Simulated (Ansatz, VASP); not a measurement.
## Ru5Rh in VASP and in Ansatz

File INCAR:

```
PREC     = Accurate       # precision mode
ENCUT    = 520            # plane-wave cutoff, eV
EDIFF    = 1E-7           # SCF threshold, eV
ISMEAR   = -1             # smearing method
SIGMA    = 0.1            # smearing width, eV
LREAL    = False          # projectors in reciprocal space
LASPH    = True           # aspherical terms in the spheres
NELM     = 60             # most SCF steps
ALGO     = Normal         # electronic algorithm
ISIF     = 2              # what is computed and relaxed
LWAVE    = False          # write WAVECAR
LCHARG   = True           # write CHGCAR
LDIPOL   = True         
IDIPOL   = 3            
DIPOL    = 0.5 0.5 0.500
GGA      = PE             # functional
LELF     = True           # ELF
LVHAR    = True         
LVACPOTAV= True         
NBANDS   = 52             # bands
```

Contents of KPOINTS:

```
Automatic mesh
0
Gamma
  12 8 1
```

File POSCAR:

```
Ru5Rh
1.0
    2.7211623488      0.0000000000      0.0000000000
    0.0000000000      4.2959980363      0.0000000000
    0.0000000000      0.0000000000     21.4987000000
Ru Rh
5 1
Direct
    0.7500000000      0.7500000000      0.3782574067
    0.2500000000      0.2500000000      0.4083088338
    0.7500000000      0.2500000000      0.5171766075
    0.7500000000      0.7500000000      0.5916911660
    0.2500000000      0.2500000000      0.6217425933
    0.2500000000      0.7500000000      0.4828233927
```

Input for Ansatz:

```yaml
crystal:
  lattice:
    - [2.7211623488, 0.0, 0.0]
    - [0.0, 4.2959980363, 0.0]
    - [0.0, 0.0, 21.4987]
  atoms:
    - { symbol: Ru, position: [0.75, 0.75, 0.3782574067] }
    - { symbol: Ru, position: [0.25, 0.25, 0.4083088338] }
    - { symbol: Rh, position: [0.25, 0.75, 0.4828233927] }
    - { symbol: Ru, position: [0.75, 0.25, 0.5171766075] }
    - { symbol: Ru, position: [0.75, 0.75, 0.591691166] }
    - { symbol: Ru, position: [0.25, 0.25, 0.6217425933] }
kpoints:
  mp_grid: { grid: [12, 8, 1] }
scf:
  occupations: { method: fermi_dirac, width: 0.1 }
hamiltonian:
  xc: pbe
  pseudopotentials: { kind: all_electron, lapw: { basis_error: 0.001 } }
output:
  forces: true
  stress: true
  eigenvalues: true
efield:
  axis: 3
  amplitude: 0
  dipole_correction: true
```

Alike in both runs: task single point; functional PBE; k mesh 12 × 8 × 1; occupations fermi-dirac, width 0.1 eV; no spin polarisation.

```csv
,VASP,Ansatz
version,VASP 6.6.1,Ansatz 0.2.0
potentials or method,"VASP PAW PBE potentials, release 64 (Ru_pv, Rh_pv), cutoff 520 eV","all-electron LAPW, scalar-relativistic"
```

|  | VASP | Ansatz | Ansatz less VASP |
| --- | --- | --- | --- |
| rms of the force components (eV/Å) | 0.119 | 0.118 | -0.0005 |

Ansatz ran all-electron here, and VASP with PAW potentials.
